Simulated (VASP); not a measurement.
# KF (F-43m) in VASP: a series of runs, part 2 of 3

VASP 6.6.1.

### Step 4. Single point, PBE (atoms taken out)

INCAR

```
PREC     = Accurate       # precision mode
ENCUT    = 520            # plane-wave cutoff, eV
EDIFF    = 1E-6           # SCF threshold, eV
ISMEAR   = 0              # smearing method
SIGMA    = 0.02           # smearing width, eV
LREAL    = F              # projectors in reciprocal space
LASPH    = T              # aspherical terms in the spheres
NELM     = 100            # most SCF steps
ALGO     = Normal         # electronic algorithm
ISIF     = 2              # what is computed and relaxed
LWAVE    = F              # write WAVECAR
LCHARG   = T              # write CHGCAR
GGA      = PE             # functional
LELF     = T              # ELF
LVHAR    = T            
NBANDS   = 15             # bands
```

KPOINTS

```
regular mesh
0
Gamma
  8 8 8
```

POSCAR

```
KF
1.0
    0.0000000000      2.9763631419      2.9763631419
    2.9763631419      0.0000000000      2.9763631419
    2.9763631419      2.9763631419      0.0000000000
K F
1 1
Direct
    0.7500000000      0.7500000000      0.7500000000
    0.0000000000      0.0000000000      0.0000000000
```

Potentials or basis: VASP PAW PBE potentials, release 64 (K_sv, F).

Command:

```
> cat potpaw_PBE.64/K_sv/POTCAR potpaw_PBE.64/F/POTCAR > POTCAR
> mpirun -np 1 vasp_std > vasp.out
```

OUTCAR:

```text
PREC = Accurate
   ENCUT = 520
   EDIFF = 1E-6
   ISMEAR = 0
   LREAL = F
   LASPH = T
   NELM = 100
   ISIF = 2
   GGA = PE

 ion  position               nearest neighbor table
   1  0.750  0.750  0.750-   2 2.58   2 2.58   2 2.58   2 2.58
   2  0.000  0.000  0.000-   1 2.58   1 2.58   1 2.58   1 2.58

  LATTYP: Found a face centered cubic cell.
 ALAT       =     5.9527262838

  Lattice vectors:

 A1 = (   0.0000000000,   2.9763631419,   2.9763631419)
 A2 = (   2.9763631419,   0.0000000000,   2.9763631419)
 A3 = (   2.9763631419,   2.9763631419,   0.0000000000)

Analysis of symmetry for initial positions (statically):
=====================================================================
 Subroutine PRICEL returns:
 Original cell was already a primitive cell.

 Routine SETGRP: Setting up the symmetry group for a
 face centered cubic supercell.

 Subroutine GETGRP returns: Found 24 space group operations
 (whereof 24 operations were pure point group operations)
 out of a pool of 48 trial point group operations.

The static configuration has the point symmetry T_d .

Analysis of symmetry for dynamics (positions and initial velocities):
=====================================================================
 Subroutine PRICEL returns:
 Original cell was already a primitive cell.

 Routine SETGRP: Setting up the symmetry group for a
 face centered cubic supercell.

 Subroutine GETGRP returns: Found 24 space group operations
 (whereof 24 operations were pure point group operations)
 out of a pool of 48 trial point group operations.

The dynamic configuration has the point symmetry T_d .

 Subroutine INISYM returns: Found 24 space group operations
 (whereof 24 operations are pure point group operations),
 and found     1 'primitive' translations

----------------------------------------------------------------------------------------

                                     Primitive cell

  volume of cell :      52.7336

  direct lattice vectors                    reciprocal lattice vectors
     0.000000000  2.976363142  2.976363142    -0.167990254  0.167990254  0.167990254
     2.976363142  0.000000000  2.976363142     0.167990254 -0.167990254  0.167990254
     2.976363142  2.976363142  0.000000000     0.167990254  0.167990254 -0.167990254

  length of vectors
     4.209213122  4.209213122  4.209213122     0.290967655  0.290967655  0.290967655

  position of ions in fractional coordinates (direct lattice)
     0.750000000  0.750000000  0.750000000
     0.000000000  0.000000000  0.000000000

  ion indices of the primitive-cell ions
   primitive index   ion index
                 1           1
                 2           2

----------------------------------------------------------------------------------------

 KPOINTS: regular mesh

Automatic generation of k-mesh.
 Grid dimensions read from file:
 generate k-points for:    8    8    8

 Generating k-lattice:

  Cartesian coordinates                     Fractional coordinates (reciprocal lattice)
    -0.020998782  0.020998782  0.020998782     0.125000000  0.000000000  0.000000000
     0.020998782 -0.020998782  0.020998782     0.000000000  0.125000000  0.000000000
     0.020998782  0.020998782 -0.020998782     0.000000000  0.000000000  0.125000000

  Length of vectors
     0.036370957  0.036370957  0.036370957

  Shift w.r.t. Gamma in fractional coordinates (k-lattice)
     0.000000000  0.000000000  0.000000000
[... 36 lines left out ...]
   dimension x,y,z NGX =    32 NGY =   32 NGZ =   32
   dimension x,y,z NGXF=    64 NGYF=   64 NGZF=   64
   ions per type =               1   1
   NGX,Y,Z   is equivalent  to a cutoff of  12.64, 12.64, 12.64 a.u.
   NGXF,Y,Z  is equivalent  to a cutoff of  25.28, 25.28, 25.28 a.u.
 SYSTEM =  unknown system
   PREC   = accura    normal or accurate (medium, high low for compatibility)
   ISTART =      0    job   : 0-new  1-cont  2-samecut
   ICHARG =      2    charge: 1-file 2-atom 10-const
   ISPIN  =      1    spin polarized calculation?
   LNONCOLLINEAR =      F non collinear calculations
   LSORBIT =      F    spin-orbit coupling
   LASPH  =      T    aspherical Exc in radial PAW
   ENCUT  =  520.0 eV  38.22 Ry    6.18 a.u.   7.83  7.83  7.83*2*pi/ulx,y,z
   NELM   =    100;   NELMIN=  2; NELMDL= -5     # of ELM steps
   EDIFF  = 0.1E-05   stopping-criterion for ELM
   LREAL  =      F    real-space projection
   EDIFFG = 0.1E-04   stopping-criterion for IOM
   NSW    =      0    number of steps for IOM
   IBRION =     -1    ionic relax: 0-MD 1-quasi-New 2-CG
   NFREE  =      0    steps in history (QN), initial steepest desc. (CG)
   ISIF   =      2    stress and relaxation
   ISYM   =      2    0-nonsym 1-usesym 2-fastsym
   POTIM  = 0.5000    time-step for ionic-motion
   TEBEG  =    0.0;   TEEND  =   0.0 temperature during run
   PSTRESS=    0.0 pullay stress
   NELECT =      16.0000    total number of electrons
   NUPDOWN=      -1.0000    fix difference up-down
   EMIN   =  10.00;   EMAX   =-10.00  energy-range for DOS
   EFERMI =   0.00;   METHOD = LEGACY
   ISMEAR =     0;   SIGMA  =   0.02  broadening in eV -4-tet -1-fermi 0-gaus
   EFERMI_NEDOS =   21; number of points for ismear=-14 and -15
   IALGO  =     38    algorithm
   IMIX   =      4    mixing-type and parameters
     AMIX     =   0.40;   BMIX     =  1.00
     AMIX_MAG =   1.60;   BMIX_MAG =  1.00
  volume/ion in A,a.u.               =      26.37       177.93
  Fermi-wavevector in a.u.,A,eV,Ry     =   1.100066  2.078824 16.465038  1.210146
  Thomas-Fermi vector in A             =   2.236471
   LORBIT       =      0    0 simple, 1 ext, 2 COOP (PROOUT), +10 PAW based schemes
   GGA     = PE    functional components
   LHFCALC =     F    Hartree Fock is set to
   AEXX    =    0.0000 exact exchange contribution
   IVDW    =     0    specifies the selected vdW correction
   LEPSILON=     F    determine dielectric tensor
   LRPA    =     F    only Hartree local field effects (RPA)
 non-spin polarized calculation
 Gauss-broadening in eV      SIGMA  =   0.02
  energy-cutoff  :      520.00
  volume of cell :       52.73
 maximum number of plane-waves:      1433
   NGX = 15   NGY = 15   NGZ = 15

 number of electron      16.0000007 magnetization

 Free energy of the ion-electron system (eV)
  ---------------------------------------------------
  ext. energy  EPLUGINS =         0.00000000
  ---------------------------------------------------
  free energy    TOTEN  =        -8.12941531 eV

  energy without entropy =       -8.12941531  energy(sigma->0) =       -8.12941531

 E-fermi :  -3.5568     XC(G=0):  -6.8616

 val. band max:       -3.7266179012   @ k =  -0.2500   0.5000   0.2500
 cond. band min:       1.3200844329   @ k =   0.0000   0.0000   0.0000
 fundamental gap:      5.0467023341
 Fermi energy:        -3.5568037505

 k-point     1 :       0.0000    0.0000    0.0000
  band No.  band energies     occupation
      1     -30.0403      2.00000
      2     -22.2298      2.00000
      3     -13.4553      2.00000
      4     -13.4553      2.00000
      5     -13.4553      2.00000
      6      -3.9051      2.00000
      7      -3.9050      2.00000
      8      -3.9050      2.00000
      9       1.3201      0.00000
     10       7.8692      0.00000
     11       7.8692      0.00000
     12       7.9682      0.00000
     13       7.9682      0.00000
     14       7.9682      0.00000
[... 401 lines left out ...]
      2     -22.3062      2.00000
      3     -13.6124      2.00000
      4     -13.5220      2.00000
      5     -13.4439      2.00000
      6      -3.9633      2.00000
      7      -3.8623      2.00000
      8      -3.7831      2.00000
      9       4.2337      0.00000
     10       5.2364      0.00000
     11       6.9579      0.00000
     12       7.4154      0.00000
     13       9.0113      0.00000
     14       9.4816      0.00000
     15       9.9220      0.00000

 [... further k-points ...]

------------------------ aborting loop because EDIFF is reached ----------------------------------------

  FORCE on cell =-STRESS in cart. coord.  units (eV):
  Direction    XX          YY          ZZ          XY          YZ          ZX
  --------------------------------------------------------------------------------------
  -------------------------------------------------------------------------------------
  Total        0.0000114      0.0000114      0.0000114      0.0000000      0.0000000      0.0000000
  in kB        0.0003458      0.0003458      0.0003458      0.0000000      0.0000000      0.0000000
  external PRESSURE =       0.0003458 kB  Pullay stress =       0.0000000 kB

 VOLUME and BASIS-vectors are now :
 -----------------------------------------------------------------------------
  energy-cutoff  :      520.00
  volume of cell :       52.73
      direct lattice vectors                 reciprocal lattice vectors
     0.000000000  2.976363142  2.976363142    -0.167990254  0.167990254  0.167990254
     2.976363142  0.000000000  2.976363142     0.167990254 -0.167990254  0.167990254
     2.976363142  2.976363142  0.000000000     0.167990254  0.167990254 -0.167990254

 POSITION                                       TOTAL-FORCE (eV/Angst)
 -----------------------------------------------------------------------------------
      4.46454      4.46454      4.46454        -0.000000     -0.000000     -0.000000
      0.00000      0.00000      0.00000         0.000000      0.000000      0.000000
 -----------------------------------------------------------------------------------
    total drift:                               -0.000000     -0.000000     -0.000000

  FREE ENERGIE OF THE ION-ELECTRON SYSTEM (eV)
  ---------------------------------------------------
  free  energy   TOTEN  =        -8.1294153075 eV

  energy  without entropy=       -8.1294153075  energy(sigma->0) =       -8.12941531
```

Wall time 9.8 s (1 thread of Intel Xeon 6975P-C (Granite Rapids), shared host); peak memory 0.17 GiB.

What came out:

```yaml
Free_energy: -8.1294 eV
Pressure: 0.0 GPa
Band_gap_on_the_k_mesh: 5.05 eV (least direct gap 5.23 eV)
```

Levels at points of the mesh, in eV from the valence-band top:
| k point | band 4 | band 5 | band 6 | band 7 | band 8 | band 9 | band 10 | band 11 | band 12 | band 13 |
| --- | --- | --- | --- | --- | --- | --- | --- | --- | --- | --- |
| (0.00, 0.00, 0.00) | -9.73 | -9.73 | -0.18 | -0.18 | -0.18 | 5.05 | 11.60 | 11.60 | 11.69 | 11.69 |
| (0.50, 0.00, 0.00) | -9.77 | -9.77 | -0.26 | -0.10 | -0.10 | 7.86 | 8.99 | 10.74 | 10.74 | 12.78 |
| (0.50, 0.50, 0.00) | -9.84 | -9.75 | -0.41 | 0.00 | 0.00 | 8.14 | 8.28 | 11.99 | 12.71 | 12.77 |

Caveat: the cell differs from its parent crystal (atoms taken out).

### Step 5. Single point, r2SCAN

This run uses another cell than the first one, of 26.37 Å³/atom.

POSCAR is that of step 4.

INCAR.step1

```
PREC = Accurate
ENCUT = 520
ISMEAR = 0
SIGMA = 0.02
LREAL = F
LASPH = T
NELM = 80
NBANDS = 15
GGA = PE
ALGO = Normal
EDIFF = 1E-4
LWAVE = T
LCHARG = F
```

INCAR.step2

```
PREC = Accurate
ENCUT = 520
EDIFF = 1E-6
ISMEAR = 0
SIGMA = 0.02
LREAL = F
LASPH = T
NELM = 80
ALGO = Normal
ISIF = 2
LWAVE = F
LCHARG = F
METAGGA = R2SCAN
LMIXTAU = T
NBANDS = 15
ISTART = 1
```

KPOINTS is that of step 4.

Potentials or basis: VASP PAW PBE potentials, release 64 (K_sv, F).

Command:

```
> cat potpaw_PBE.64/K_sv/POTCAR potpaw_PBE.64/F/POTCAR > POTCAR
> cp INCAR.step1 INCAR
> mpirun -np 1 vasp_std > vasp.out
> cp INCAR.step2 INCAR
> mpirun -np 1 vasp_std > vasp.out
```

OUTCAR:

```text
PREC = Accurate
   ENCUT = 520
   EDIFF = 1E-6
   ISMEAR = 0
   LREAL = F
   LASPH = T
   NELM = 80
   ISIF = 2
   METAGGA = R2SCAN
   ISTART = 1

 ion  position               nearest neighbor table
   1  0.750  0.750  0.750-   2 2.58   2 2.58   2 2.58   2 2.58
   2  0.000  0.000  0.000-   1 2.58   1 2.58   1 2.58   1 2.58

  LATTYP: Found a face centered cubic cell.
 ALAT       =     5.9527262838

  Lattice vectors:

 A1 = (   0.0000000000,   2.9763631419,   2.9763631419)
 A2 = (   2.9763631419,   0.0000000000,   2.9763631419)
 A3 = (   2.9763631419,   2.9763631419,   0.0000000000)

Analysis of symmetry for initial positions (statically):
=====================================================================
 Subroutine PRICEL returns:
 Original cell was already a primitive cell.

 Routine SETGRP: Setting up the symmetry group for a
 face centered cubic supercell.

 Subroutine GETGRP returns: Found 24 space group operations
 (whereof 24 operations were pure point group operations)
 out of a pool of 48 trial point group operations.

The static configuration has the point symmetry T_d .

Analysis of symmetry for dynamics (positions and initial velocities):
=====================================================================
 Subroutine PRICEL returns:
 Original cell was already a primitive cell.

 Routine SETGRP: Setting up the symmetry group for a
 face centered cubic supercell.

 Subroutine GETGRP returns: Found 24 space group operations
 (whereof 24 operations were pure point group operations)
 out of a pool of 48 trial point group operations.

The dynamic configuration has the point symmetry T_d .

 Subroutine INISYM returns: Found 24 space group operations
 (whereof 24 operations are pure point group operations),
 and found     1 'primitive' translations

----------------------------------------------------------------------------------------
[... 120 lines left out ...]
   AEXX    =    0.0000 exact exchange contribution
   IVDW    =     0    specifies the selected vdW correction
   LEPSILON=     F    determine dielectric tensor
   LRPA    =     F    only Hartree local field effects (RPA)
 non-spin polarized calculation
 Gauss-broadening in eV      SIGMA  =   0.02
  energy-cutoff  :      520.00
  volume of cell :       52.73
 maximum number of plane-waves:      1433
   NGX = 15   NGY = 15   NGZ = 15

 number of electron      16.0000007 magnetization

 Free energy of the ion-electron system (eV)
  ---------------------------------------------------
  ext. energy  EPLUGINS =         0.00000000
  ---------------------------------------------------
  free energy    TOTEN  =       -14.70230205 eV

  energy without entropy =      -14.70230205  energy(sigma->0) =      -14.70230205

 E-fermi :  -4.0425     XC(G=0):  -7.1581

 val. band max:       -4.1981084345   @ k =  -0.2500   0.5000   0.2500
 cond. band min:       1.4434450758   @ k =   0.0000   0.0000   0.0000
 fundamental gap:      5.6415535103
 Fermi energy:        -4.0424659518

 k-point     1 :       0.0000    0.0000    0.0000
  band No.  band energies     occupation
      1     -31.5474      2.00000
      2     -23.8448      2.00000
      3     -14.1923      2.00000
      4     -14.1923      2.00000
      5     -14.1923      2.00000
      6      -4.3729      2.00000
      7      -4.3729      2.00000
      8      -4.3729      2.00000
      9       1.4434      0.00000
     10       8.2842      0.00000
     11       8.2842      0.00000
     12       8.3663      0.00000
     13       8.3663      0.00000
     14       8.3663      0.00000
[... 401 lines left out ...]
      2     -23.9195      2.00000
      3     -14.3442      2.00000
      4     -14.2573      2.00000
      5     -14.1819      2.00000
      6      -4.4208      2.00000
      7      -4.3297      2.00000
      8      -4.2535      2.00000
      9       4.3109      0.00000
     10       5.3840      0.00000
     11       7.3531      0.00000
     12       7.7697      0.00000
     13       9.4668      0.00000
     14       9.9406      0.00000
     15      10.4734      0.00000

 [... further k-points ...]

------------------------ aborting loop because EDIFF is reached ----------------------------------------

  FORCE on cell =-STRESS in cart. coord.  units (eV):
  Direction    XX          YY          ZZ          XY          YZ          ZX
  --------------------------------------------------------------------------------------
  -------------------------------------------------------------------------------------
  Total       -0.2914578     -0.2914578     -0.2914578      0.0000000      0.0000000      0.0000000
  in kB       -8.8552037     -8.8552037     -8.8552037      0.0000000      0.0000000      0.0000000
  external PRESSURE =      -8.8552037 kB  Pullay stress =       0.0000000 kB

 VOLUME and BASIS-vectors are now :
 -----------------------------------------------------------------------------
  energy-cutoff  :      520.00
  volume of cell :       52.73
      direct lattice vectors                 reciprocal lattice vectors
     0.000000000  2.976363142  2.976363142    -0.167990254  0.167990254  0.167990254
     2.976363142  0.000000000  2.976363142     0.167990254 -0.167990254  0.167990254
     2.976363142  2.976363142  0.000000000     0.167990254  0.167990254 -0.167990254

 POSITION                                       TOTAL-FORCE (eV/Angst)
 -----------------------------------------------------------------------------------
      4.46454      4.46454      4.46454         0.000000      0.000000      0.000000
      0.00000      0.00000      0.00000        -0.000000     -0.000000     -0.000000
 -----------------------------------------------------------------------------------
    total drift:                               -0.000000     -0.000000     -0.000000

  FREE ENERGIE OF THE ION-ELECTRON SYSTEM (eV)
  ---------------------------------------------------
  free  energy   TOTEN  =       -14.7023020474 eV

  energy  without entropy=      -14.7023020474  energy(sigma->0) =      -14.70230205
```

OUTCAR.step1:

```text
PREC = Accurate
   ENCUT = 520
   ISMEAR = 0
   LREAL = F
   LASPH = T
[... 652 lines left out ...]
 -----------------------------------------------------------------------------------
      4.46454      4.46454      4.46454        -0.000000     -0.000000     -0.000000
      0.00000      0.00000      0.00000         0.000000      0.000000      0.000000
 -----------------------------------------------------------------------------------
    total drift:                                0.000000      0.000000      0.000000

  FREE ENERGIE OF THE ION-ELECTRON SYSTEM (eV)
  ---------------------------------------------------
  free  energy   TOTEN  =        -8.1294032075 eV

  energy  without entropy=       -8.1294032075  energy(sigma->0) =       -8.12940321
```

Wall time 33 s (1 thread of Intel Xeon 6975P-C (Granite Rapids), shared host); peak memory 0.18 GiB.

Results:

```yaml
Free_energy: -14.7023 eV
Pressure: -0.9 GPa
Band_gap_on_the_k_mesh: 5.64 eV (least direct gap 5.82 eV)
```

Levels at points of the mesh, in eV from the valence-band top:
```tsv
k point	band 6	band 7	band 8	band 9	band 10	band 11
(0.00, 0.00, 0.00)	-0.17	-0.17	-0.17	5.64	12.48	12.48
(0.50, 0.00, 0.00)	-0.24	-0.10	-0.10	8.42	9.66	11.54
(0.50, 0.50, 0.00)	-0.39	0.00	0.00	8.72	8.84	12.96
```

Caveat: the PAW data sets were made with another functional, which shifts forces and pressure a little. A k mesh can miss the band edges.

(Part 2 of 3 ends here.)
